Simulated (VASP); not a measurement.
A run of VASP 6.6.1 is set up as follows.

The input INCAR:

```
SYSTEM = Pb
PREC = Accurate
ENCUT = 520
EDIFF = 1E-6
ISMEAR = 0
SIGMA = 0.1
LREAL = .FALSE.
LASPH = .TRUE.
NELM = 100
ALGO = Normal
ISIF = 2
LWAVE = .FALSE.
LCHARG = .TRUE.
GGA = PE
LELF = .TRUE.
LVHAR = .TRUE.
NBANDS = 13
```

File KPOINTS:

```
Automatic mesh
0
G
  14 14 14
  0 0 0
```

Contents of POSCAR:

```
Pb
1.0
    0.0000000000      2.4158318823      2.4158318823
    2.4158318823      0.0000000000      2.4158318823
    2.4158318823      2.4158318823      0.0000000000
Pb
1
Direct
    0.0000000000      0.0000000000      0.0000000000
```

Potentials or basis: VASP PAW PBE potentials, release 64 (Pb_d).

Command:

```console
$ cat potpaw_PBE.64/Pb_d/POTCAR > POTCAR
$ mpirun -np 1 vasp_std > vasp.out
```

Q: Estimate the pressure.

A: 6.8 GPa.

Q: What does it give for the band gap on the k mesh?

A: Zero (band 7 reaches 16.13 eV, above the bottom of band 8 at 6.42 eV).

Caveat: spin-orbit coupling is left out, which moves the levels of the heavy elements.
